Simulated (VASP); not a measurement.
Write the native input for VASP 6.6.1 that does the following.

* Task: single point
* Functional: r2SCAN
* Potentials or basis: VASP PAW PBE potentials, release 64 (Sr_sv, Cl)
* Cutoff: 520 eV
* k mesh: 6 × 6 × 6
* Occupations: gaussian, width 0.01 eV
* Spin: no spin polarisation
* Dipole correction: no
* Further INCAR settings: ALGO = Normal; EDIFF = 1e-06; NBANDS = 19

Crystal: SrCl2.

```
CELL_PARAMETERS angstrom
0.00000 3.49765 3.49765
3.49765 0.00000 3.49765
3.49765 3.49765 0.00000
ATOMIC_POSITIONS crystal
Sr 0.00000 0.00000 0.00000
Cl 0.25000 0.25000 0.25000
Cl 0.75000 0.75000 0.75000
```

These files were run (other wordings do the same):

POSCAR

```
SrCl2
1.0
    0.0000000000      3.4976509416      3.4976509416
    3.4976509416      0.0000000000      3.4976509416
    3.4976509416      3.4976509416      0.0000000000
Sr Cl
1 2
Direct
    0.0000000000      0.0000000000      0.0000000000
    0.2500000000      0.2500000000      0.2500000000
    0.7500000000      0.7500000000      0.7500000000
```

INCAR.step1

```
SYSTEM = SrCl2
PREC     = Accurate       ! precision mode
ENCUT    = 520            ! plane-wave cutoff, eV
ISMEAR   = 0              ! smearing method
SIGMA    = 0.01           ! smearing width, eV
LREAL    = .FALSE.        ! projectors in reciprocal space
LASPH    = .TRUE.         ! aspherical terms in the spheres
NELM     = 80             ! most SCF steps
NBANDS   = 19             ! bands
GGA      = PE             ! functional
ALGO     = Normal         ! electronic algorithm
EDIFF    = 1E-4           ! SCF threshold, eV
LWAVE    = .TRUE.         ! write WAVECAR
LCHARG   = .FALSE.        ! write CHGCAR
```

INCAR.step2

```
SYSTEM = SrCl2
PREC     = Accurate       ! precision mode
ENCUT    = 520            ! plane-wave cutoff, eV
EDIFF    = 1E-6           ! SCF threshold, eV
ISMEAR   = 0              ! smearing method
SIGMA    = 0.01           ! smearing width, eV
LREAL    = .FALSE.        ! projectors in reciprocal space
LASPH    = .TRUE.         ! aspherical terms in the spheres
NELM     = 80             ! most SCF steps
ALGO     = Normal         ! electronic algorithm
ISIF     = 2              ! what is computed and relaxed
LWAVE    = .FALSE.        ! write WAVECAR
LCHARG   = .TRUE.         ! write CHGCAR
METAGGA  = R2SCAN         ! meta-GGA
LMIXTAU  = .TRUE.       
LELF     = .TRUE.         ! ELF
LVHAR    = .TRUE.       
NBANDS   = 19             ! bands
ISTART   = 1
```

KPOINTS

```
regular mesh
0
G
  6 6 6
  0 0 0
```

Potentials or basis: VASP PAW PBE potentials, release 64 (Sr_sv, Cl).

Launch:

```console
$ cat potpaw_PBE.64/Sr_sv/POTCAR potpaw_PBE.64/Cl/POTCAR > POTCAR
$ cp INCAR.step1 INCAR
$ mpirun -np 1 vasp_std > vasp.out
$ cp INCAR.step2 INCAR
$ mpirun -np 1 vasp_std > vasp.out
```

It gave:

```
Pressure               : 0.0 GPa
Band gap on the k mesh : 5.94 eV, indirect (least direct gap 5.99 eV)
```

Caveat: the PAW data sets were made with another functional, which shifts forces and pressure a little.

It took 72 s on 1 thread of Intel(R) Xeon(R) Platinum 8559C (Emerald Rapids) (shared host), peak memory 0.25 GiB.
